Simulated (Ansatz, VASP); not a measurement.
**La in VASP and in Ansatz**

```
CELL_PARAMETERS angstrom
0.00000 2.65465 2.65465
2.65465 0.00000 2.65465
2.65465 2.65465 0.00000
ATOMIC_POSITIONS crystal
La 0.00000 0.00000 0.00000
```

Alike in both runs: task relaxation of cell and atoms; functional revPBE; k mesh 10 × 10 × 10; occupations fermi-dirac, width 0.1 eV; no spin polarisation.

|  | VASP | Ansatz |
| --- | --- | --- |
| version | VASP 6.6.1 | Ansatz 0.2.0 |
| potentials or method | VASP PAW PBE potentials, release 64 (La), cutoff 600 eV | plane waves (420 eV) with PAW, scalar-relativistic |
| valence electrons in the cell | 11 | 11 |

Ansatz gave:

* relaxed volume (Å³/atom): 38.66
* relaxed length of the cell vector where the two differ most in proportion (Å): 3.795

Question: Estimate VASP's values.

Answer: Relaxed volume (Å³/atom): 38.76; relaxed length of the cell vector where the two differ most in proportion (Å): 3.799.

VASP's potentials were made for PBE, not for revPBE.

Spin-orbit coupling is off throughout.
